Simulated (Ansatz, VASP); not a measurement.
## SiC in VASP and in Ansatz

The input INCAR:

```
  PREC = Accurate
  ENCUT = 600
  EDIFF = 1E-6
  ISMEAR = 0
  SIGMA = 0.05
  LREAL = False
  LASPH = True
  NELM = 120
  ALGO = Normal
  ISIF = 2
  LWAVE = False
  LCHARG = False
  GGA = PE
  NBANDS = 11
  GGA_COMPAT = False
```

KPOINTS

```
regular mesh
0
Gamma
  6 6 6
```

File POSCAR:

```
SiC
1.0
    0.0000000000      2.1777731972      2.1777731972
    2.1777731972      0.0000000000      2.1777731972
    2.1777731972      2.1777731972      0.0000000000
C Si
1 1
Direct
    0.0000000000      0.0000000000      0.0000000000
    0.2500000000      0.2500000000      0.2500000000
```

Input for Ansatz:

```yaml
crystal:
  lattice:
    - [0.0, 2.1777731972, 2.1777731972]
    - [2.1777731972, 0.0, 2.1777731972]
    - [2.1777731972, 2.1777731972, 0.0]
  atoms:
    - { symbol: C, position: [0.0, 0.0, 0.0] }
    - { symbol: Si, position: [0.25, 0.25, 0.25] }
basis:
  ecutwfc: 420
kpoints:
  mp_grid: { grid: [6, 6, 6] }
hamiltonian:
  xc: pbe
scf:
  occupations: { method: gaussian, width: 0.05 }
output:
  forces: true
  stress: true
  eigenvalues: true
```

Alike in both runs: task single point; functional PBE; k mesh 6 × 6 × 6; occupations gaussian, width 0.05 eV; no spin polarisation.

|  | VASP | Ansatz |
| --- | --- | --- |
| version | VASP 6.6.1 | Ansatz 0.2.0 |
| potentials or method | VASP PAW PBE potentials, release 64 (C, Si), cutoff 600 eV | scalar-relativistic, plane waves, PAW |
| valence electrons in the cell | 8 | 8 |

VASP gave:

* gap on the k mesh at the Fermi level (eV): 1.35
* least direct gap on the mesh (eV): 4.54
* pressure (GPa): 3.5

**Question.** Which values does Ansatz return?

**Answer.** gap on the k mesh at the Fermi level (eV): 1.35; least direct gap on the mesh (eV): 4.54; pressure (GPa): 3.7.

The functional is the same, so the differences come from potentials, cutoffs and numerics.
